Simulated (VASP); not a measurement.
# Al2Ru (I4/mmm) in VASP: a series of runs

The runs below take Al2Ru through single point, with PBEsol.

Everything below comes from runs of VASP 6.6.1. Logs are shortened: lines on timing, memory, paths and dates and some standing lists are left out, and cuts for length are marked.

### Step 1. The cell of the first run

It takes space group I4/mmm (No. 139, tetragonal). Conventional cell: a = 3.121 Å, b = 3.121 Å, c = 8.423 Å, α = 90.00°, β = 90.00°, γ = 90.00°. Within 3.4 Å of Al (site symmetry 4mm) lie 5 Ru at 2.58 to 2.87 Å and 9 Al at 2.68 to 3.12 Å. Ru (site symmetry 4/mmm) has 10 Al at 2.58 to 2.87 Å and 4 Ru at 3.12 Å within 3.4 Å.

### Step 2. Single point, PBEsol

Contents of INCAR:

```
SYSTEM = Al2Ru
PREC     = Accurate       ! precision mode
ENCUT    = 520            ! plane-wave cutoff, eV
EDIFF    = 1E-7           ! SCF threshold, eV
ISMEAR   = 0              ! smearing method
SIGMA    = 0.15           ! smearing width, eV
LREAL    = .FALSE.        ! projectors in reciprocal space
LASPH    = .TRUE.         ! aspherical terms in the spheres
NELM     = 60             ! most SCF steps
ALGO     = Fast           ! electronic algorithm
ISIF     = 2              ! what is computed and relaxed
LWAVE    = .FALSE.        ! write WAVECAR
LCHARG   = .FALSE.        ! write CHGCAR
GGA      = PS             ! functional
NBANDS   = 17             ! bands
```

Contents of KPOINTS:

```
regular mesh
0
G
  22 22 22
  0 0 0
```

Contents of POSCAR:

```
Al2Ru
1.0
   -1.5606788820      1.5606788820      4.2115520738
    1.5606788820     -1.5606788820      4.2115520738
    1.5606788820      1.5606788820     -4.2115520738
Al Ru
2 1
Direct
    0.6590760825      0.6590760825      0.0000000000
    0.3409239175      0.3409239175      0.0000000000
    0.0000000000      0.0000000000      0.0000000000
```

Potentials or basis: VASP PAW PBE potentials, release 64 (Al, Ru_pv).

Launch:

```console
cat potpaw_PBE.64/Al/POTCAR potpaw_PBE.64/Ru_pv/POTCAR > POTCAR
mpirun -np 1 vasp_std > vasp.out
```

OUTCAR:

```text
SYSTEM = Al2Ru
   PREC = Accurate
   ENCUT = 520
   EDIFF = 1E-7
   ISMEAR = 0
   LREAL = .FALSE.
   LASPH = .TRUE.
   NELM = 60
   ISIF = 2
   GGA = PS

 ion  position               nearest neighbor table
   1  0.659  0.659  0.000-   3 2.58   3 2.58   3 2.58   3 2.58   2 2.68   2 2.69   2 2.69   2 2.69
                             2 2.69   3 2.87
   2  0.341  0.341  0.000-   3 2.58   3 2.58   3 2.58   3 2.58   1 2.68   1 2.69   1 2.69   1 2.69
                             1 2.69   3 2.87
   3  0.000  0.000  0.000-   1 2.58   1 2.58   1 2.58   2 2.58   1 2.58   2 2.58   2 2.58   2 2.58
                             1 2.87   2 2.87

  LATTYP: Found a body centered tetragonal cell.
 ALAT       =     3.1213577640
 C/A-ratio  =     2.6985385158

  Lattice vectors:

 A1 = (  -1.5606788820,   1.5606788820,   4.2115520738)
 A2 = (   1.5606788820,  -1.5606788820,   4.2115520738)
 A3 = (   1.5606788820,   1.5606788820,  -4.2115520738)

Analysis of symmetry for initial positions (statically):
=====================================================================
 Subroutine PRICEL returns:
 Original cell was already a primitive cell.

 Routine SETGRP: Setting up the symmetry group for a
 body centered tetragonal supercell.

 Subroutine GETGRP returns: Found 16 space group operations
 (whereof 16 operations were pure point group operations)
 out of a pool of 16 trial point group operations.

The static configuration has the point symmetry D_4h.

Analysis of symmetry for dynamics (positions and initial velocities):
=====================================================================
 Subroutine PRICEL returns:
 Original cell was already a primitive cell.

 Routine SETGRP: Setting up the symmetry group for a
 body centered tetragonal supercell.

 Subroutine GETGRP returns: Found 16 space group operations
 (whereof 16 operations were pure point group operations)
 out of a pool of 16 trial point group operations.

The dynamic configuration has the point symmetry D_4h.

 Subroutine INISYM returns: Found 16 space group operations
 (whereof 16 operations are pure point group operations),
 and found     1 'primitive' translations

----------------------------------------------------------------------------------------

                                     Primitive cell

  volume of cell :      41.0326

  direct lattice vectors                    reciprocal lattice vectors
    -1.560678882  1.560678882  4.211552074     0.000000000  0.320373400  0.118721077
     1.560678882 -1.560678882  4.211552074     0.320373400  0.000000000  0.118721077
     1.560678882  1.560678882 -4.211552074     0.320373400  0.320373400  0.000000000

  length of vectors
     4.754850998  4.754850998  4.754850998     0.341663299  0.341663299  0.453076408

  position of ions in fractional coordinates (direct lattice)
     0.659076083  0.659076083  0.000000000
     0.340923917  0.340923917  0.000000000
     0.000000000  0.000000000  0.000000000

  ion indices of the primitive-cell ions
   primitive index   ion index
                 1           1
                 2           2
                 3           3

----------------------------------------------------------------------------------------

 KPOINTS: regular mesh

Automatic generation of k-mesh.
 Grid dimensions read from file:
 generate k-points for:   22   22   22

 Generating k-lattice:

  Cartesian coordinates                     Fractional coordinates (reciprocal lattice)
     0.000000000  0.014562427  0.005396413     0.045454545 -0.000000000  0.000000000
     0.014562427  0.000000000  0.005396413    -0.000000000  0.045454545  0.000000000
     0.014562427  0.014562427  0.000000000     0.000000000  0.000000000  0.045454545

  Length of vectors
     0.015530150  0.015530150  0.020594382

  Shift w.r.t. Gamma in fractional coordinates (k-lattice)
     0.000000000  0.000000000  0.000000000

 Subroutine IBZKPT returns following result:
 ===========================================

 Found    834 irreducible k-points:

 Following reciprocal coordinates:
            Coordinates               Weight
  0.000000  0.000000  0.000000      1.000000
  0.045455  0.000000 -0.000000      8.000000
  0.090909  0.000000 -0.000000      8.000000
  0.136364  0.000000 -0.000000      8.000000
  0.181818  0.000000 -0.000000      8.000000
  0.227273  0.000000 -0.000000      8.000000
[... 16 lines left out ...]
  0.500000  0.045455 -0.000000     16.000000
 -0.454545  0.045455  0.000000     16.000000
 [... further k-points ...]
   k-points           NKPTS =    834   k-points in BZ     NKDIM =    834   number of bands    NBANDS=     17
   number of dos      NEDOS =    301   number of ions     NIONS =      3
   total plane-waves  NPLWV =  46656
   dimension x,y,z NGX =    36 NGY =   36 NGZ =   36
   dimension x,y,z NGXF=    72 NGYF=   72 NGZF=   72
   ions per type =               2   1
   NGX,Y,Z   is equivalent  to a cutoff of  12.59, 12.59, 12.59 a.u.
   NGXF,Y,Z  is equivalent  to a cutoff of  25.17, 25.17, 25.17 a.u.
 SYSTEM =  Al2Ru
   PREC   = accura    normal or accurate (medium, high low for compatibility)
   ISTART =      0    job   : 0-new  1-cont  2-samecut
   ICHARG =      2    charge: 1-file 2-atom 10-const
   ISPIN  =      1    spin polarized calculation?
   LNONCOLLINEAR =      F non collinear calculations
   LSORBIT =      F    spin-orbit coupling
   LASPH  =      T    aspherical Exc in radial PAW
   ENCUT  =  520.0 eV  38.22 Ry    6.18 a.u.   8.84  8.84  8.84*2*pi/ulx,y,z
   NELM   =     60;   NELMIN=  2; NELMDL= -5     # of ELM steps
   EDIFF  = 0.1E-06   stopping-criterion for ELM
   LREAL  =      F    real-space projection
   EDIFFG = 0.1E-05   stopping-criterion for IOM
   NSW    =      0    number of steps for IOM
   IBRION =     -1    ionic relax: 0-MD 1-quasi-New 2-CG
   NFREE  =      0    steps in history (QN), initial steepest desc. (CG)
   ISIF   =      2    stress and relaxation
   ISYM   =      2    0-nonsym 1-usesym 2-fastsym
   POTIM  = 0.5000    time-step for ionic-motion
   TEBEG  =    0.0;   TEEND  =   0.0 temperature during run
   PSTRESS=    0.0 pullay stress
   NELECT =      20.0000    total number of electrons
   NUPDOWN=      -1.0000    fix difference up-down
   EMIN   =  10.00;   EMAX   =-10.00  energy-range for DOS
   EFERMI =   0.00;   METHOD = LEGACY
   ISMEAR =     0;   SIGMA  =   0.15  broadening in eV -4-tet -1-fermi 0-gaus
   EFERMI_NEDOS =   21; number of points for ismear=-14 and -15
   IALGO  =     68    algorithm
   IMIX   =      4    mixing-type and parameters
     AMIX     =   0.40;   BMIX     =  1.00
     AMIX_MAG =   1.60;   BMIX_MAG =  1.00
  volume/ion in A,a.u.               =      13.68        92.30
  Fermi-wavevector in a.u.,A,eV,Ry     =   1.288373  2.434673 22.584391  1.659906
  Thomas-Fermi vector in A             =   2.420331
   LORBIT       =      0    0 simple, 1 ext, 2 COOP (PROOUT), +10 PAW based schemes
   GGA     = PS    functional components
   LHFCALC =     F    Hartree Fock is set to
   AEXX    =    0.0000 exact exchange contribution
   IVDW    =     0    specifies the selected vdW correction
   LEPSILON=     F    determine dielectric tensor
   LRPA    =     F    only Hartree local field effects (RPA)
 non-spin polarized calculation
 RMM-DIIS sequential band-by-band and
 Gauss-broadening in eV      SIGMA  =   0.15
  energy-cutoff  :      520.00
  volume of cell :       41.03
 maximum number of plane-waves:      1120
   NGX = 17   NGY = 17   NGZ = 17

 number of electron      19.9999999 magnetization

 Free energy of the ion-electron system (eV)
  ---------------------------------------------------
  ext. energy  EPLUGINS =         0.00000000
  ---------------------------------------------------
  free energy    TOTEN  =       -20.33028500 eV

  energy without entropy =      -20.32725310  energy(sigma->0) =      -20.32876905

 E-fermi :  10.5346     XC(G=0): -12.0312

 val. band max:       10.5154934542   @ k =  -0.3182   0.2273   0.0455
 cond. band min:      10.5553218567   @ k =   0.5000   0.5000   0.1364
 fundamental gap:      0.0398284025
 Fermi energy:        10.5346312751

 k-point     1 :       0.0000    0.0000    0.0000
  band No.  band energies     occupation
      1     -32.0294      2.00000
      2     -32.0294      2.00000
      3     -31.9451      2.00000
      4      -0.3841      2.00000
      5       5.1100      2.00000
      6       6.7088      2.00000
[... 9 lines left out ...]
     16      16.8014      0.00000
     17      18.2887      0.00000

 k-point     2 :       0.0455    0.0000   -0.0000
  band No.  band energies     occupation
      1     -32.0321      2.00000
      2     -32.0292      2.00000
      3     -31.9448      2.00000
      4      -0.3452      2.00000
      5       5.1280      2.00000
      6       6.7227      2.00000
[... 9 lines left out ...]
     16      17.0013      0.00000
     17      18.6628      0.00000

 k-point     3 :       0.0909    0.0000   -0.0000
  band No.  band energies     occupation
      1     -32.0401      2.00000
      2     -32.0285      2.00000
      3     -31.9441      2.00000
      4      -0.2289      2.00000
      5       5.1798      2.00000
      6       6.7617      2.00000
[... 9 lines left out ...]
     16      17.3720      0.00000
     17      19.4854      0.00000

 k-point     4 :       0.1364    0.0000   -0.0000
  band No.  band energies     occupation
      1     -32.0526      2.00000
      2     -32.0274      2.00000
      3     -31.9429      2.00000
      4      -0.0368      2.00000
      5       5.2583      2.00000
      6       6.8147      2.00000
[... 9 lines left out ...]
     16      17.8612      0.00000
     17      20.4689      0.00000
[... 343 lines left out ...]
      1     -32.1599      2.00000
      2     -32.0206      2.00000
      3     -31.9323      2.00000
      4       3.1186      2.00000
      5       4.2900      2.00000
      6       5.9404      2.00000
[... 9 lines left out ...]
     16      19.8717      0.00000
     17      20.4897      0.00000

 k-point    23 :       0.5000    0.0455   -0.0000
  band No.  band energies     occupation
      1     -32.1625      2.00000
      2     -32.0204      2.00000
      3     -31.9320      2.00000
      4       3.4534      2.00000
      5       3.9592      2.00000
      6       5.9621      2.00000
[... 9 lines left out ...]
     16      20.0155      0.00000
     17      20.2962      0.00000

 k-point    24 :      -0.4545    0.0455    0.0000
  band No.  band energies     occupation
      1     -32.1599      2.00000
      2     -32.0206      2.00000
      3     -31.9322      2.00000
      4       3.0143      2.00000
      5       4.3548      2.00000
      6       6.0546      2.00000
[... 9 lines left out ...]
     16      19.9163      0.00000
     17      20.6400      0.00000

 [... further k-points ...]

------------------------ aborting loop because EDIFF is reached ----------------------------------------

  FORCE on cell =-STRESS in cart. coord.  units (eV):
  Direction    XX          YY          ZZ          XY          YZ          ZX
  --------------------------------------------------------------------------------------
  -------------------------------------------------------------------------------------
  Total        0.0231681      0.0231681      0.0127984      0.0000000      0.0000000     -0.0000000
  in kB        0.9046320      0.9046320      0.4997335      0.0000000      0.0000000     -0.0000000
  external PRESSURE =       0.7696658 kB  Pullay stress =       0.0000000 kB

 VOLUME and BASIS-vectors are now :
 -----------------------------------------------------------------------------
  energy-cutoff  :      520.00
  volume of cell :       41.03
      direct lattice vectors                 reciprocal lattice vectors
    -1.560678882  1.560678882  4.211552074     0.000000000  0.320373400  0.118721077
     1.560678882 -1.560678882  4.211552074     0.320373400  0.000000000  0.118721077
     1.560678882  1.560678882 -4.211552074     0.320373400  0.320373400  0.000000000

 POSITION                                       TOTAL-FORCE (eV/Angst)
 -----------------------------------------------------------------------------------
      0.00000      0.00000      5.55147         0.000000      0.000000     -0.001709
      0.00000      0.00000      2.87164        -0.000000     -0.000000      0.001709
      0.00000      0.00000      0.00000        -0.000000     -0.000000     -0.000000
 -----------------------------------------------------------------------------------
    total drift:                                0.000000     -0.000000      0.000000

  FREE ENERGIE OF THE ION-ELECTRON SYSTEM (eV)
  ---------------------------------------------------
  free  energy   TOTEN  =       -20.3302849951 eV

  energy  without entropy=      -20.3272531010  energy(sigma->0) =      -20.32876905
```

Run time: 6.7 min. Hardware: 1 thread of Intel Xeon 6975P-C (Granite Rapids), shared host; peak memory 0.66 GiB.

What came out:

- Free energy: -20.3303 eV
- Pressure: 0.1 GPa
- Band gap on the k mesh: zero (band 10 reaches 10.74 eV, above the bottom of band 11 at 10.56 eV)

Levels at points of the mesh, in eV from the Fermi level:
```csv
k point,band 7,band 8,band 9,band 10,band 11,band 12,band 13,band 14
"(0.00, 0.00, 0.00)",-1.98,-1.98,-1.93,-0.95,2.44,4.67,6.12,6.12
"(0.50, 0.00, 0.00)",-2.92,-2.73,-2.55,-1.41,0.59,3.09,5.15,7.00
"(0.50, 0.50, 0.00)",-3.40,-3.08,-1.26,-0.33,0.29,1.85,2.05,4.80
"(0.50, 0.50, 0.50)",-2.61,-1.54,-1.54,-0.92,3.16,3.16,6.32,6.54
```

Caveat: the PAW data sets were made with another functional, which shifts forces and pressure a little.

### Step 3. Single point, PBEsol (volume scaled by 1.06, then relaxed in part)

Contents of INCAR:

```
PREC     = Accurate       # precision mode
ENCUT    = 520            # plane-wave cutoff, eV
EDIFF    = 1E-7           # SCF threshold, eV
ISMEAR   = 0              # smearing method
SIGMA    = 0.1            # smearing width, eV
LREAL    = F              # projectors in reciprocal space
LASPH    = T              # aspherical terms in the spheres
NELM     = 100            # most SCF steps
ALGO     = Fast           # electronic algorithm
ISIF     = 2              # what is computed and relaxed
LWAVE    = F              # write WAVECAR
LCHARG   = T              # write CHGCAR
GGA      = PS             # functional
LELF     = T              # ELF
LVHAR    = T            
NBANDS   = 17             # bands
```

Contents of KPOINTS:

```
regular mesh
0
Gamma
  18 18 18
```

Contents of POSCAR:

```
Al2Ru
1.0
   -1.5891795968      1.5891795968      4.3055554492
    1.5891795968     -1.5891795968      4.3055554492
    1.5891795968      1.5891795968     -4.3055554492
Al Ru
2 1
Direct
    0.6576274864      0.6576274864      0.0000000000
    0.3423725136      0.3423725136      0.0000000000
    0.0000000000      0.0000000000      0.0000000000
```

Potentials or basis: VASP PAW PBE potentials, release 64 (Al, Ru_pv).

Launch:

```console
cat potpaw_PBE.64/Al/POTCAR potpaw_PBE.64/Ru_pv/POTCAR > POTCAR
mpirun -np 1 vasp_std > vasp.out
```

Wall time 14 min (1 thread of Oxide Virtual Turin-like, shared host); peak memory 0.44 GiB.

Results (log left out):

| Property | Result |
| --- | --- |
| Free energy | -20.2569 eV |
| Pressure | -9.1 GPa |
| Band gap on the k mesh | zero (band 10 reaches 10.00 eV, above the bottom of band 11 at 9.80 eV) |

Levels at points of the mesh, in eV from the Fermi level:
```csv
k point,band 6,band 7,band 8,band 9,band 10,band 11,band 12,band 13,band 14,band 15
"(0.00, 0.00, 0.00)",-3.59,-1.99,-1.88,-1.88,-0.95,2.17,4.79,5.82,5.82,5.99
"(0.50, 0.00, 0.00)",-4.41,-2.74,-2.66,-2.44,-1.34,0.47,2.77,4.95,6.82,8.21
"(0.50, 0.50, 0.00)",-3.30,-3.22,-2.89,-1.29,-0.38,0.19,1.63,1.95,4.68,4.91
"(0.50, 0.50, 0.50)",-3.73,-2.43,-1.48,-1.48,-0.93,3.04,3.04,6.17,6.28,8.06
```

Caveat: the PAW data sets were made with another functional, which shifts forces and pressure a little.
